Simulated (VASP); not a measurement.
Here is a VASP 6.6.1 calculation.

INCAR

```
PREC     = Accurate       # precision mode
ENCUT    = 500            # plane-wave cutoff, eV
EDIFF    = 1E-6           # SCF threshold, eV
ISMEAR   = 0              # smearing method
SIGMA    = 0.02           # smearing width, eV
LREAL    = False          # projectors in reciprocal space
LASPH    = True           # aspherical terms in the spheres
NELM     = 120            # most SCF steps
ALGO     = Normal         # electronic algorithm
ISIF     = 2              # what is computed and relaxed
LWAVE    = False          # write WAVECAR
LCHARG   = False          # write CHGCAR
GGA      = PE             # functional
NBANDS   = 20             # bands
GGA_COMPAT= False
```

KPOINTS

```
regular mesh
0
Gamma
  9 9 9
```

The input POSCAR:

```
MoS2
1.0
    1.5921519155      0.9192293370      6.4820983796
   -1.5921519155      0.9192293370      6.4820983796
    0.0000000000     -1.8384586740      6.4820983796
Mo S
1 2
Direct
    1.0049174077      1.0049174077      1.0049174077
    0.4129302200      0.4129302200      0.4129302200
    0.2532957400      0.2532957400      0.2532957400
```

Potentials or basis: VASP PAW PBE potentials, release 64 (Mo_sv, S).

Run with:

```sh
$ cat potpaw_PBE.64/Mo_sv/POTCAR potpaw_PBE.64/S/POTCAR > POTCAR
$ mpirun -np 1 vasp_std > vasp.out
```

What does it give for the largest force?

2.992 eV/Å.

Estimate the pressure.

2.1 GPa.

Predict the band gap on the k mesh.

0.95 eV, indirect (least direct gap 1.66 eV).

Stress tensor (GPa, compression positive):
```
1.70 0.00 0.00
0.00 1.70 0.00
0.00 0.00 2.79
```

Caveat: forces of over 1 eV/Å act on the atoms, so gaps and moduli don't describe the material at rest. A k mesh can miss the band edges.
